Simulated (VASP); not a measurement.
A run of VASP 6.6.1 is set up as follows.

INCAR

```
SYSTEM = BN
  PREC = Accurate
  ENCUT = 520
  EDIFF = 1E-8
  ISMEAR = 0
  SIGMA = 0.01
  LREAL = .FALSE.
  LASPH = .TRUE.
  NELM = 80
  ALGO = Normal
  ISIF = 2
  LWAVE = .FALSE.
  LCHARG = .TRUE.
  GGA = PS
  IBRION = 8
  NSW = 1
  LEPSILON = .TRUE.
```

File KPOINTS:

```
regular mesh
0
G
  12 12 12
  0 0 0
```

File POSCAR:

```
BN
1.0
    0.0000000000      3.5696232217      2.1677973122
    1.2524391564      0.0000000000      2.1677973122
    1.2524391564      3.5696232217      0.0000000000
B N
1 1
Direct
    0.0000655587      0.0000655587      0.9999344413
    0.6666344313      0.6666344313      0.3333655687
```

Potentials or basis: VASP PAW PBE potentials, release 64 (B, N).

Command:

```console
$ cat potpaw_PBE.64/B/POTCAR potpaw_PBE.64/N/POTCAR > POTCAR
$ mpirun -np 1 vasp_std > vasp.out
```

**Question.** Estimate the electronic dielectric tensor (diagonal).

**Answer.** 4.58, 2.42, 4.59.

**Question.** What does it give for the Born charges (mean of the diagonal)?

**Answer.** B +2.00; N -2.00 e.

**Question.** What does it give for the highest phonon frequency at Γ, LO-TO splitting left out?

**Answer.** 1362 cm⁻¹.

Phonon frequencies in cm⁻¹ (negative: imaginary):
```tsv
q point	frequencies
(0.000, 0.000, 0.000)	0 0 0 761 1362 1362
```
